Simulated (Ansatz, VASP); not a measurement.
Two plane-wave programs on NiMoIrPdW

File INCAR:

```
PREC = Accurate ; ENCUT = 520
EDIFF = 1E-7 ; ISMEAR = -1
SIGMA = 0.05 ; LREAL = False
LASPH = True ; NELM = 150
ALGO = Normal ; ISIF = 2
LWAVE = False ; LCHARG = False
ISPIN = 2 ; MAGMOM = 1 1 0 0.6 0
LORBIT = 11 ; LMAXMIX = 4
GGA = RP ; NBANDS = 40
```

File KPOINTS:

```
Automatic mesh
0
Gamma
  11 11 3
```

POSCAR

```
NiMoIrPdW
1.0
    2.7607800000      0.0000000000      0.0000000000
   -1.3803900000      2.3909000000      0.0000000000
    0.0000000000      0.0000000000     11.3405100000
Ni Mo Pd Ir W
1 1 1 1 1
Direct
    0.0000000000      0.0000000000      0.7091700000
    0.6666700000      0.3333300000      0.2942500000
    0.6666700000      0.3333300000      0.8990100000
    0.0000000000      0.0000000000      0.1060400000
    0.6666700000      0.3333300000      0.5292100000
```

The input input.yaml:

```yaml
crystal:
  lattice:
    - [2.76078, 0.0, 0.0]
    - [-1.38039, 2.3909, 0.0]
    - [0.0, 0.0, 11.34051]
  atoms:
    - { symbol: Ni, position: [0.0, 0.0, 0.70917], spin: 1.0 }
    - { symbol: Mo, position: [0.66667, 0.33333, 0.29425], spin: 1.0 }
    - { symbol: Pd, position: [0.66667, 0.33333, 0.89901] }
    - { symbol: Ir, position: [0.0, 0.0, 0.10604], spin: 0.6 }
    - { symbol: W, position: [0.66667, 0.33333, 0.52921] }
hamiltonian:
  xc: rpbe
  pseudopotentials: { kind: paw }
magnetization:
  spin_polarized: true
kpoints:
  mp_grid: { grid: [11, 11, 3] }
  band_path:
    path:
      - [[0.0, 0.0, 0.0], [0.5, 0.0, 0.0], [0.3333333333, 0.3333333333, 0.0], [0.0, 0.0, 0.0], [0.0, 0.0, 0.5], [0.5, 0.0, 0.5], [0.3333333333, 0.3333333333, 0.5], [0.0, 0.0, 0.5]]
      - [[0.5, 0.0, 0.5], [0.5, 0.0, 0.0]]
      - [[0.3333333333, 0.3333333333, 0.0], [0.3333333333, 0.3333333333, 0.5]]
    npoints: 14
scf:
  occupations: { method: fermi_dirac, width: 0.05 }
  n_extra_bands: 12
output:
  forces: true
  stress: true
  eigenvalues: true
  fatbands: false
```

Alike in both runs: functional RPBE; k mesh 11 × 11 × 3; occupations fermi-dirac, width 0.05 eV; collinear spin.

|  | VASP | Ansatz |
| --- | --- | --- |
| version | VASP 6.6.1 | Ansatz 0.2.0 |
| potentials or method | VASP PAW PBE potentials, release 64 (Ni, Mo_sv, Pd, Ir, W_sv) | Ansatz PAW |
| plane-wave cutoff (eV) | 520 | 420 |
| valence electrons in the cell | 57 | 81 |
| task | single point | band structure |

VASP gave:

- gap on the k mesh at the Fermi level (eV): none
- pressure (GPa): 4.2
- traceless stress, the component that is largest in VASP (GPa): 0.08
- rms of the force components (eV/Å): 0.126
- net moment per atom (μB): 0.00

Task: Which values does Ansatz return?

Result: gap on the k mesh at the Fermi level (eV): none; pressure (GPa): 3.8; traceless stress, the component that is largest in VASP (GPa): 0.10; rms of the force components (eV/Å): 0.116; net moment per atom (μB): 0.00.

VASP's potentials were made for PBE, not for RPBE. Atom by atom the forces differ by 0.013 eV/Å (rms over components). A gap of «none» marks a metal or a gap that the smearing closes. With one functional, cell and mesh, what is left measures potentials, basis and numerics. VASP's potentials hold 57 valence electrons a cell and Ansatz's 81, so a difference there can come from the potentials and not from the codes.

Neither program's run includes spin-orbit coupling.
